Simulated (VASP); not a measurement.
Here is a VASP 6.6.1 calculation.

Contents of INCAR:

```
ALGO     = Normal         # electronic algorithm
EDIFF    = 1E-6           # SCF threshold, eV
ENCUT    = 520            # plane-wave cutoff, eV
GGA      = PE             # functional
ISIF     = 2              # what is computed and relaxed
ISMEAR   = 0              # smearing method
LASPH    = True           # aspherical terms in the spheres
LCHARG   = False          # write CHGCAR
LREAL    = False          # projectors in reciprocal space
LWAVE    = False          # write WAVECAR
NBANDS   = 16             # bands
NELM     = 100            # most SCF steps
PREC     = Accurate       # precision mode
SIGMA    = 0.05           # smearing width, eV
```

KPOINTS

```
k-points
0
Gamma
  8 8 8
```

Contents of POSCAR:

```
AgCl
1.0
    0.0000000000      2.8060228508      2.8060228508
    2.8060228508      0.0000000000      2.8060228508
    2.8060228508      2.8060228508      0.0000000000
Ag Cl
1 1
Direct
    0.5000000000      0.5000000000      0.5299359093
    0.0000000000      0.0000000000     -0.0910897785
```

Potentials or basis: VASP PAW PBE potentials, release 64 (Ag, Cl).

Launch:

```bash
$ cat potpaw_PBE.64/Ag/POTCAR potpaw_PBE.64/Cl/POTCAR > POTCAR
$ mpirun -np 1 vasp_std > vasp.out
```

Problem. Estimate the band gap on the k mesh.

Solution. 0.85 eV (least direct gap 1.85 eV).

Problem. What does it give for the pressure?

Solution. 3.2 GPa.

Forces on the atoms (eV/Å):
```
Ag  -0.400 -0.400  0.000
Cl   0.400  0.400  0.000
```

Caveat: the cell differs from its parent crystal (atoms displaced along a vibrational mode); the cell stands under pressure. A k mesh can miss the band edges.
